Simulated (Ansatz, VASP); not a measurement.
## Two plane-wave programs on BaTiO3

The input INCAR:

```
SYSTEM = BaTiO3
PREC     = Accurate       ! precision mode
ENCUT    = 520            ! plane-wave cutoff, eV
EDIFF    = 1E-6           ! SCF threshold, eV
ISMEAR   = 0              ! smearing method
SIGMA    = 0.02           ! smearing width, eV
LREAL    = .FALSE.        ! projectors in reciprocal space
LASPH    = .TRUE.         ! aspherical terms in the spheres
NELM     = 80             ! most SCF steps
ALGO     = Normal         ! electronic algorithm
ISIF     = 2              ! what is computed and relaxed
LWAVE    = .FALSE.        ! write WAVECAR
LCHARG   = .FALSE.        ! write CHGCAR
GGA      = PS             ! functional
NBANDS   = 28             ! bands
```

KPOINTS

```
regular mesh
0
G
  6 6 6
  0 0 0
```

Contents of POSCAR:

```
BaTiO3
1.0
    4.0054275000      0.0000000000      0.0000000000
    0.0000000000      2.8510845000      2.8169104725
    0.0000000000     -2.8510845000      2.8169104725
Ba Ti O
1 1 3
Direct
    0.0000000000      0.0000000000      0.0000000000
    0.5000000000      0.5124000000      0.5124000000
    0.0000000000      0.4874000000      0.4874000000
    0.5000000000      0.5052400000      0.9918400000
    0.5000000000      0.9918400000      0.5052400000
```

Input for Ansatz:

```yaml
crystal:
  lattice:
    - [4.0054275, 0.0, 0.0]
    - [0.0, 2.8510845, 2.8169104725130567]
    - [0.0, -2.8510845, 2.8169104725130567]
  atoms:
    - { symbol: Ba, position: [0.0, 0.0, 0.0] }
    - { symbol: Ti, position: [0.5, 0.5124, 0.5124] }
    - { symbol: O, position: [0.0, 0.4874, 0.4874] }
    - { symbol: O, position: [0.5, 0.50524, 0.99184] }
    - { symbol: O, position: [0.5, 0.99184, 0.50524] }
basis:
  ecutwfc: 520.0
kpoints:
  mp_grid:
    grid: [6, 6, 6]
hamiltonian:
  xc: pbesol
scf:
  occupations:
    method: gaussian
    width: 0.02
output:
  stress: true
```

Alike in both runs: task single point; functional PBEsol; k mesh 6 × 6 × 6; occupations gaussian, width 0.02 eV; no spin polarisation.

```csv
,VASP,Ansatz
version,VASP 6.6.1,Ansatz 0.2.0
potentials or method,"VASP PAW PBE potentials, release 64 (Ba_sv, Ti_sv, O), cutoff 520 eV","plane waves, PAW"
valence electrons in the cell,40,40
```

```csv
,VASP,Ansatz,Ansatz less VASP
pressure (GPa),-2.1,-3.9,-1.79
"traceless stress, the component that is largest in VASP (GPa)",1.90,1.82,-0.077
```

VASP's potentials were made for PBE, not for PBEsol. With one functional, cell and mesh, what is left measures potentials, basis and numerics.

Spin-orbit coupling is off throughout.
